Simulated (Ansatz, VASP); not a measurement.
**LiH3 in VASP and in Ansatz**

```
CELL_PARAMETERS angstrom
5.78668 0.00000 0.00000
-2.89334 5.01141 0.00000
0.00000 0.00000 2.55966
ATOMIC_POSITIONS crystal
Li 0.33333 0.66667 0.75000
Li 0.66667 0.33333 0.25000
H 0.48781 0.51219 0.25000
H 0.02439 0.51219 0.25000
H 0.48781 0.97561 0.25000
H 0.51219 0.02439 0.75000
H 0.51219 0.48781 0.75000
H 0.97561 0.48781 0.75000
```

Alike in both runs: task relaxation of cell and atoms; functional PBE; k mesh 3 × 3 × 6; occupations gaussian, width 0.1 eV; no spin polarisation.

|  | VASP | Ansatz |
| --- | --- | --- |
| version | VASP 6.6.1 | Ansatz 0.2.0 |
| potentials or method | VASP PAW PBE potentials, release 64 (Li_sv, H_h), cutoff 1230 eV | scalar-relativistic, plane waves, PAW |
| valence electrons in the cell | 12 | 12 |

Ansatz gave:

* gap on the k mesh at the Fermi level, each at its own relaxed structure (eV): none
* relaxed volume (Å³/atom): 9.24
* relaxed length of the cell vector where the two differ most in proportion (Å): 5.682

Question: Which values does VASP return?

Answer: gap on the k mesh at the Fermi level, each at its own relaxed structure (eV): none; relaxed volume (Å³/atom): 9.39; relaxed length of the cell vector where the two differ most in proportion (Å): 5.719.

A gap of «none» marks a metal or a gap that the smearing closes.

The k mesh is coarse, so the values compare programs but aren't converged.
